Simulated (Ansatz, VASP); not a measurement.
# PbS in VASP and in Ansatz

File POSCAR:

```
PbS
1.0
    0.0000000000      2.9876479805      2.9876479805
    2.9876479805      0.0000000000      2.9876479805
    2.9876479805      2.9876479805      0.0000000000
Pb S
1 1
Direct
    0.0000000000      0.0000000000      0.0000000000
    0.5000000000      0.5000000000      0.5000000000
```

INCAR.step1

```
PREC     = Accurate       # precision mode
ENCUT    = 520            # plane-wave cutoff, eV
ISMEAR   = 0              # smearing method
SIGMA    = 0.02           # smearing width, eV
LREAL    = F              # projectors in reciprocal space
LASPH    = T              # aspherical terms in the spheres
NELM     = 60             # most SCF steps
NBANDS   = 17             # bands
GGA      = PE             # functional
ALGO     = Normal         # electronic algorithm
EDIFF    = 1E-4           # SCF threshold, eV
LWAVE    = T              # write WAVECAR
LCHARG   = F              # write CHGCAR
```

File INCAR.step2:

```
PREC     = Accurate       # precision mode
ENCUT    = 520            # plane-wave cutoff, eV
EDIFF    = 1E-7           # SCF threshold, eV
ISMEAR   = 0              # smearing method
SIGMA    = 0.02           # smearing width, eV
LREAL    = F              # projectors in reciprocal space
LASPH    = T              # aspherical terms in the spheres
NELM     = 60             # most SCF steps
ALGO     = Normal         # electronic algorithm
ISIF     = 2              # what is computed and relaxed
LWAVE    = F              # write WAVECAR
LCHARG   = T              # write CHGCAR
METAGGA  = R2SCAN         # meta-GGA
LMIXTAU  = T            
LELF     = T              # ELF
LVHAR    = T            
NBANDS   = 17             # bands
ISTART   = 1
```

The input KPOINTS:

```
Automatic mesh
0
Gamma
  8 8 8
```

Input for Ansatz:

```yaml
crystal:
  lattice:
    - [0.0, 2.9876479805, 2.9876479805]
    - [2.9876479805, 0.0, 2.9876479805]
    - [2.9876479805, 2.9876479805, 0.0]
  atoms:
    - { symbol: Pb, position: [0.0, 0.0, 0.0] }
    - { symbol: S, position: [0.5, 0.5, 0.5] }
basis:
  ecutwfc: 500
kpoints:
  mp_grid: { grid: [8, 8, 8] }
  band_path:
    path:
      - [[0.0, 0.0, 0.0], [0.5, 0.0, 0.5], [0.625, 0.25, 0.625]]
      - [[0.375, 0.375, 0.75], [0.0, 0.0, 0.0], [0.5, 0.5, 0.5], [0.5, 0.25, 0.75], [0.5, 0.0, 0.5]]
    npoints: 14
hamiltonian:
  xc: r2scan
scf:
  occupations: { method: gaussian, width: 0.02 }
  n_extra_bands: 6
output:
  forces: true
  stress: true
  eigenvalues: true
  populations: true
  dos: { projected: true, de: 0.02, nscf_kmesh: { grid: [12, 12, 12] } }
  bader: true
  write_density: true
  write_potential: true
  elf: true
  volumetric_format: npy
```

Alike in both runs: task single point; functional r2SCAN; k mesh 8 × 8 × 8; occupations gaussian, width 0.02 eV; no spin polarisation.

|  | VASP | Ansatz |
| --- | --- | --- |
| version | VASP 6.6.1 | Ansatz 0.2.0 |
| potentials or method | VASP PAW PBE potentials, release 64 (Pb_d, S), cutoff 520 eV | scalar-relativistic, plane waves, PAW |
| valence electrons in the cell | 20 | 20 |

```tsv
	VASP	Ansatz	Ansatz less VASP
gap on the k mesh at the Fermi level (eV)	0.70	0.69	-0.010
least direct gap on the mesh (eV)	0.70	0.69	-0.010
pressure (GPa)	0.0	0.0	+0.02
```

VASP's potentials were made for PBE, not for r2SCAN.

Spin-orbit coupling is off throughout.
